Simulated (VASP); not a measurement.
# Se: relaxation of cell and atoms with PBE

Crystal: Se.

```
CELL_PARAMETERS angstrom
4.09729 0.00000 0.00000
-2.04865 3.54836 0.00000
0.00000 0.00000 4.26163
ATOMIC_POSITIONS crystal
Se 0.33333 0.66667 0.00000
Se 0.66667 0.33333 0.00000
```

The cell was generated, and may not be a known phase.

```yaml
Program: VASP 6.6.1
Task: relaxation of cell and atoms
Functional: PBE
Potentials_or_basis: VASP PAW PBE potentials, release 64 (Se)
Cutoff: 600 eV
k_mesh: 6 × 6 × 4
Occupations: gaussian, width 0.1 eV
Spin: no spin polarisation
Dipole_correction: no
Further_INCAR_settings: ALGO = Normal; EDIFF = 1e-07; IBRION = 2; EDIFFG = -0.04; NSW = 90; ISIF = 3
```

| Item | Value |
| --- | --- |
| Relaxed volume | 36.73 Å³/atom |
| Relaxed cell | a = 4.460 Å, b = 4.460 Å, c = 4.265 Å, α = 90.00°, β = 90.00°, γ = 120.00° |
| Space group after relaxing (to 0.1 Å) | P6/mmm (No. 191) |
| Energy gained by relaxing | 297.7 meV/atom |
| Ionic steps | 4 |
| Pressure after relaxing | -0.1 GPa |
| Band gap on the k mesh | zero (bands 6 and 7 overlap by 0.97 eV) |

The path:
```csv
step,energy change (eV),largest force (eV/Å),pressure (GPa),volume (Å³)
1,0.0000,0.0000,13.57,61.96
2,-0.1810,0.0000,-4.98,87.74
3,-0.5949,0.0000,-0.30,73.74
4,-0.5954,0.0000,-0.11,73.46
```

Final structure:
```xyz
2
Lattice="4.4597 0.0000 0.0000 -2.2299 3.8622 0.0000 0.0000 0.0000 4.2647" Properties=species:S:1:pos:R:3 pbc="T T T"
Se    0.0000    2.5748    0.0000
Se    2.2299    1.2874    0.0000
```

Levels at points of the mesh, in eV from the Fermi level:
```
           k point  band 3  band 4  band 5  band 6  band 7  band 8  band 9  band 10
(0.00, 0.00, 0.00)   -4.78   -4.78   -3.07   -0.04   -0.04    1.07    3.60     6.68
(0.50, 0.00, 0.00)   -5.56   -3.43   -1.97   -0.73    1.51    2.86    5.64     5.84
(0.00, 0.00, 0.50)   -4.70   -4.70   -4.27    0.09    0.09    0.39    6.82     7.98
(0.50, 0.00, 0.50)   -5.46   -3.28   -3.03   -1.72    1.57    2.93    5.76     6.54
```

Wall time 22 s on 1 thread of Intel(R) Xeon(R) 6975P-C (Granite Rapids), with other jobs on the host, peak memory 0.21 GiB.

Caveat: the k points lie up to 0.37 Å⁻¹ apart in the final cell, too coarse for converged energies and pressures of a metal; the volume moved by over 15 % at a fixed basis, so the end points are rough; this functional lacks dispersion, which binds layers or chains, so the pressure and a relaxed spacing across them are unreliable.
